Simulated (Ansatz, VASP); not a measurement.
**One calculation of PbC2, two programs**

```
Pb C
1.0
    -1.99961    1.99961    3.30761
     1.99961   -1.99961    3.30761
     1.99961    1.99961   -3.30761
Pb C
1 2
Direct
  0.00000 0.00000 0.00000
  0.59520 0.59520 0.00000
  0.40480 0.40480 0.00000
```

Alike in both runs: functional LDA; k mesh 10 × 10 × 10; no spin polarisation.

Ansatz relaxed the structure, and its values are those at the end. VASP's run is a single point on that final structure, the one shown.

```csv
,VASP,Ansatz
version,VASP 6.6.1,Ansatz 0.2.0
potentials or method,"VASP PAW LDA potentials, release 64 (Pb_d, C), cutoff 520 eV","scalar-relativistic, plane waves, PAW"
occupations,"gaussian, width 0.01 eV",fixed
valence electrons in the cell,22,22
```

|  | VASP | Ansatz | Ansatz less VASP |
| --- | --- | --- | --- |
| gap on the k mesh at the Fermi level (eV) | 1.58 | 1.61 | +0.033 |
| least direct gap on the mesh (eV) | 2.23 | 2.26 | +0.029 |
| pressure (GPa) | 0.2 | 0.0 | -0.24 |
| rms of the force components (eV/Å) | 0.042 | 0.000 | -0.0415 |

LDA's correlation is that of Perdew and Zunger in VASP and of Perdew and Wang (1992) in Ansatz.

Spin-orbit coupling is off throughout.
